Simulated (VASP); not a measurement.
# Hf in VASP: single point with PBE+D3(BJ)

Aim: the single point of Hf with PBE+D3(BJ).

All numbers are computed with VASP 6.6.1; they aren't measurements. Logs are shortened: lines on timing, memory, paths and dates and some standing lists are left out, and cuts for length are marked.

## 1. The cell of the first run

The cell holds a slab with vacuum, 3 atoms: a = 3.174 Å, b = 3.174 Å, c = 21.907 Å, α = 90.00°, β = 90.00°, γ = 120.00°.

## 2. Single point, PBE+D3(BJ)

File INCAR:

```
  PREC = Accurate
  ENCUT = 400
  EDIFF = 1E-6
  ISMEAR = 1
  SIGMA = 0.1
  LREAL = F
  LASPH = T
  NELM = 120
  ALGO = Normal
  ISIF = 2
  LWAVE = F
  LCHARG = F
  LDIPOL = T
  IDIPOL = 3
  DIPOL = 0.5 0.5 0.430
  GGA = PE
  IVDW = 12
  NBANDS = 22
  GGA_COMPAT = F
  NELMDL = -8
```

File KPOINTS:

```
Automatic mesh
0
Gamma
  12 12 1
```

File POSCAR:

```
Hf
1.0
    3.1743842498      0.0000000000      0.0000000000
   -1.5871921249      2.7490974017      0.0000000000
    0.0000000000      0.0000000000     21.9069152479
Hf
3
Direct
    0.6666666667      0.3333333333      0.3195338057
    0.3333333333      0.6666666667      0.4275250889
    0.6666666667      0.3333333333      0.5439199235
```

Potentials or basis: VASP PAW PBE potentials, release 64 (Hf_pv).

Command:

```sh
$ cat potpaw_PBE.64/Hf_pv/POTCAR > POTCAR
$ mpirun -np 1 vasp_std > vasp.out
```

OUTCAR:

```text
PREC = Accurate
   ENCUT = 400
   EDIFF = 1E-6
   ISMEAR = 1
   LREAL = F
   LASPH = T
   NELM = 120
   ISIF = 2
   GGA = PE
   IVDW = 12
   NELMDL = -8
 IVDW          = 12

 ion  position               nearest neighbor table
   1  0.667  0.333  0.320-   2 2.99   2 2.99   2 2.99
   2  0.333  0.667  0.428-   1 2.99   1 2.99   1 2.99   3 3.14   3 3.14   3 3.14
   3  0.667  0.333  0.544-   2 3.14   2 3.14   2 3.14

  LATTYP: Found a hexagonal cell.
 ALAT       =     3.1743842498
 C/A-ratio  =     6.9011542157

  Lattice vectors:

 A1 = (   3.1743842498,   0.0000000000,   0.0000000000)
 A2 = (  -1.5871921249,   2.7490974017,   0.0000000000)
 A3 = (   0.0000000000,   0.0000000000,  21.9069152479)

Analysis of symmetry for initial positions (statically):
=====================================================================
 Subroutine PRICEL returns:
 Original cell was already a primitive cell.

 Routine SETGRP: Setting up the symmetry group for a
 hexagonal supercell.

 Subroutine GETGRP returns: Found  6 space group operations
 (whereof  6 operations were pure point group operations)
 out of a pool of 24 trial point group operations.

The static configuration has the point symmetry C_3v.

Analysis of symmetry for dynamics (positions and initial velocities):
=====================================================================
 Subroutine PRICEL returns:
 Original cell was already a primitive cell.

 Routine SETGRP: Setting up the symmetry group for a
 hexagonal supercell.

 Subroutine GETGRP returns: Found  6 space group operations
 (whereof  6 operations were pure point group operations)
 out of a pool of 24 trial point group operations.

The dynamic configuration has the point symmetry C_3v.

 Subroutine INISYM returns: Found  6 space group operations
 (whereof  6 operations are pure point group operations),
 and found     1 'primitive' translations

----------------------------------------------------------------------------------------

                                     Primitive cell

  volume of cell :     191.1749

  direct lattice vectors                    reciprocal lattice vectors
     3.174384250  0.000000000  0.000000000     0.315021724  0.181877877  0.000000000
    -1.587192125  2.749097402  0.000000000     0.000000000  0.363755755  0.000000000
     0.000000000  0.000000000 21.906915248     0.000000000  0.000000000  0.045647687

  length of vectors
     3.174384250  3.174384250 21.906915248     0.363755755  0.363755755  0.045647687

  position of ions in fractional coordinates (direct lattice)
     0.666666667  0.333333333  0.319533806
     0.333333333  0.666666667  0.427525089
     0.666666667  0.333333333  0.543919923

  ion indices of the primitive-cell ions
   primitive index   ion index
                 1           1
                 2           2
                 3           3

----------------------------------------------------------------------------------------

 KPOINTS: Automatic mesh

Automatic generation of k-mesh.
 Grid dimensions read from file:
 generate k-points for:   12   12    1

 Generating k-lattice:

  Cartesian coordinates                     Fractional coordinates (reciprocal lattice)
     0.026251810  0.015156490  0.000000000     0.083333333  0.000000000  0.000000000
     0.000000000  0.030312980  0.000000000     0.000000000  0.083333333  0.000000000
     0.000000000  0.000000000  0.045647687     0.000000000  0.000000000  1.000000000

  Length of vectors
     0.030312980  0.030312980  0.045647687

  Shift w.r.t. Gamma in fractional coordinates (k-lattice)
     0.000000000  0.000000000  0.000000000

 Subroutine IBZKPT returns following result:
 ===========================================

 Found     19 irreducible k-points:

 Following reciprocal coordinates:
            Coordinates               Weight
  0.000000  0.000000  0.000000      1.000000
  0.083333  0.000000  0.000000      6.000000
  0.166667  0.000000  0.000000      6.000000
  0.250000  0.000000  0.000000      6.000000
  0.333333 -0.000000  0.000000      6.000000
  0.416667  0.000000  0.000000      6.000000
[... 11 lines left out ...]
  0.333333  0.250000  0.000000     12.000000
  0.333333  0.333333  0.000000      2.000000
   k-points           NKPTS =     19   k-points in BZ     NKDIM =     19   number of bands    NBANDS=     22
   number of dos      NEDOS =    301   number of ions     NIONS =      3
   total plane-waves  NPLWV =  82944
   dimension x,y,z NGX =    24 NGY =   24 NGZ =  144
   dimension x,y,z NGXF=    48 NGYF=   48 NGZF=  288
   ions per type =               3
   NGX,Y,Z   is equivalent  to a cutoff of  12.57, 12.57, 10.93 a.u.
   NGXF,Y,Z  is equivalent  to a cutoff of  25.14, 25.14, 21.86 a.u.
 SYSTEM =  unknown system
   PREC   = accura    normal or accurate (medium, high low for compatibility)
   ISTART =      0    job   : 0-new  1-cont  2-samecut
   ICHARG =      2    charge: 1-file 2-atom 10-const
   ISPIN  =      1    spin polarized calculation?
   LNONCOLLINEAR =      F non collinear calculations
   LSORBIT =      F    spin-orbit coupling
   LASPH  =      T    aspherical Exc in radial PAW
   ENCUT  =  400.0 eV  29.40 Ry    5.42 a.u.   5.18  5.18 35.72*2*pi/ulx,y,z
   NELM   =    120;   NELMIN=  2; NELMDL= -8     # of ELM steps
   EDIFF  = 0.1E-05   stopping-criterion for ELM
   LREAL  =      F    real-space projection
   EDIFFG = 0.1E-04   stopping-criterion for IOM
   NSW    =      0    number of steps for IOM
   IBRION =     -1    ionic relax: 0-MD 1-quasi-New 2-CG
   NFREE  =      0    steps in history (QN), initial steepest desc. (CG)
   ISIF   =      2    stress and relaxation
   ISYM   =      2    0-nonsym 1-usesym 2-fastsym
   POTIM  = 0.5000    time-step for ionic-motion
   TEBEG  =    0.0;   TEEND  =   0.0 temperature during run
   PSTRESS=    0.0 pullay stress
   NELECT =      30.0000    total number of electrons
   NUPDOWN=      -1.0000    fix difference up-down
   EMIN   =  10.00;   EMAX   =-10.00  energy-range for DOS
   EFERMI =   0.00;   METHOD = LEGACY
   ISMEAR =     1;   SIGMA  =   0.10  broadening in eV -4-tet -1-fermi 0-gaus
   EFERMI_NEDOS =   21; number of points for ismear=-14 and -15
   IALGO  =     38    algorithm
   IMIX   =      4    mixing-type and parameters
     AMIX     =   0.40;   BMIX     =  1.00
     AMIX_MAG =   1.60;   BMIX_MAG =  1.00
  volume/ion in A,a.u.               =      63.72       430.04
  Fermi-wavevector in a.u.,A,eV,Ry     =   0.883022  1.668670 10.608847  0.779728
  Thomas-Fermi vector in A             =   2.003732
   LORBIT       =      0    0 simple, 1 ext, 2 COOP (PROOUT), +10 PAW based schemes
   GGA     = PE    functional components
   LHFCALC =     F    Hartree Fock is set to
   AEXX    =    0.0000 exact exchange contribution
   IVDW    =    12    specifies the selected vdW correction
   LEPSILON=     F    determine dielectric tensor
   LRPA    =     F    only Hartree local field effects (RPA)
 non-spin polarized calculation
 Methfessel and Paxton  Order N= 1 SIGMA  =   0.10
  energy-cutoff  :      400.00
  volume of cell :      191.17
 maximum number of plane-waves:      3498
 NGX is ok and might be reduce to    24
   NGX = 11   NGY = 11   NGZ = 71

 dipolmoment           0.000000      0.000000      0.004375 electrons x Angstroem

 number of electron      30.0000004 magnetization

 dipolmoment           0.000000      0.000000     -0.005250 electrons x Angstroem

 Free energy of the ion-electron system (eV)
  ---------------------------------------------------
  ext. energy  EPLUGINS =         0.00000000
  ---------------------------------------------------
  free energy    TOTEN  =       -27.79719698 eV

  energy without entropy =      -27.79781271  energy(sigma->0) =      -27.79740222

 E-fermi :  -0.9272     XC(G=0):  -4.8657

 val. band max:       -0.9455882667   @ k =   0.0000   0.0000   0.0000
 cond. band min:      -0.9267568429   @ k =   0.0833   0.0833   0.0000
 fundamental gap:      0.0188314238
 Fermi energy:        -0.9271522651

 k-point     1 :       0.0000    0.0000    0.0000
  band No.  band energies     occupation
      1     -31.9394      2.00000
      2     -31.7760      2.00000
      3     -31.3483      2.00000
      4     -31.3483      2.00000
      5     -31.2632      2.00000
      6     -31.2632      2.00000
[... 14 lines left out ...]
     21       0.8543     -0.00000
     22       0.8543     -0.00000

 k-point     2 :       0.0833    0.0000    0.0000
  band No.  band energies     occupation
      1     -31.9270      2.00000
      2     -31.7733      2.00000
      3     -31.3908      2.00000
      4     -31.3580      2.00000
      5     -31.3113      2.00000
      6     -31.2735      2.00000
[... 14 lines left out ...]
     21       0.8736     -0.00000
     22       1.0290     -0.00000

 k-point     3 :       0.1667    0.0000    0.0000
  band No.  band energies     occupation
      1     -31.8935      2.00000
      2     -31.7676      2.00000
      3     -31.5040      2.00000
      4     -31.4327      2.00000
      5     -31.3844      2.00000
      6     -31.3016      2.00000
[... 14 lines left out ...]
     21       0.9935     -0.00000
     22       1.5365      0.00000
[... 351 lines left out ...]
 k-point    18 :       0.3333    0.2500    0.0000
  band No.  band energies     occupation
      1     -31.8518      2.00000
      2     -31.7986      2.00000
      3     -31.7765      2.00000
      4     -31.6826      2.00000
      5     -31.6673      2.00000
      6     -31.6114      2.00000
[... 14 lines left out ...]
     21       2.7381      0.00000
     22       2.9907      0.00000

 k-point    19 :       0.3333    0.3333    0.0000
  band No.  band energies     occupation
      1     -31.7952      2.00000
      2     -31.7793      2.00000
      3     -31.7681      2.00000
      4     -31.7153      2.00000
      5     -31.6975      2.00000
      6     -31.6719      2.00000
[... 14 lines left out ...]
     21       2.8071      0.00000
     22       3.2414      0.00000

------------------------ aborting loop because EDIFF is reached ----------------------------------------

 vacuum level on the upper side and lower side of the slab       (xc-potential included)        -0.197         0.044

 Edisp (eV)   -0.89759

 E8    (eV) :    -0.5013

  FORCE on cell =-STRESS in cart. coord.  units (eV):
  Direction    XX          YY          ZZ          XY          YZ          ZX
  --------------------------------------------------------------------------------------
  -------------------------------------------------------------------------------------
  Total      -2.43331    -2.43331    -0.53448    -0.00000     0.00000    -0.00000
  in kB     -20.39283   -20.39283    -4.47935    -0.00000     0.00000    -0.00000
  external pressure =      -15.09 kB  Pullay stress =        0.00 kB

 VOLUME and BASIS-vectors are now :
 -----------------------------------------------------------------------------
  energy-cutoff  :      400.00
  volume of cell :      191.17
      direct lattice vectors                 reciprocal lattice vectors
     3.174384250  0.000000000  0.000000000     0.315021724  0.181877877  0.000000000
    -1.587192125  2.749097402  0.000000000     0.000000000  0.363755755  0.000000000
     0.000000000  0.000000000 21.906915248     0.000000000  0.000000000  0.045647687

 POSITION                                       TOTAL-FORCE (eV/Angst)
 -----------------------------------------------------------------------------------
      1.58719      0.91637      7.00000         0.000000      0.000000     -0.226586
     -0.00000      1.83273      9.36576        -0.000000      0.000000      0.629247
      1.58719      0.91637     11.91561         0.000000     -0.000000     -0.402661
 -----------------------------------------------------------------------------------
    total drift:                               -0.000000      0.000000      0.003214

  FREE ENERGIE OF THE ION-ELECTRON SYSTEM (eV)
  ---------------------------------------------------
  free  energy   TOTEN  =       -28.6947869337 eV

  energy  without entropy=      -28.6954026671  energy(sigma->0) =      -28.69499218

 vacuum level on the upper side and lower side of the slab         2.976         3.153
```

It took 62 s on 1 thread of Intel Xeon 6975P-C (Granite Rapids), shared host; peak memory 0.27 GiB.

Results:

```yaml
Free_energy: -28.6948 eV
Largest_force: 0.629 eV/Å
Band_gap_on_the_k_mesh: zero (bands 15 and 16 overlap by 1.08 eV)
Dispersion_energy_per_atom: -0.299 eV
```

Forces in eV/Å, atoms in the order of the input:
```
Hf   0.000  0.000 -0.227
Hf   0.000  0.000  0.629
Hf   0.000  0.000 -0.403
```

Caveat: spin-orbit coupling is left out, which moves the levels of the heavy elements.
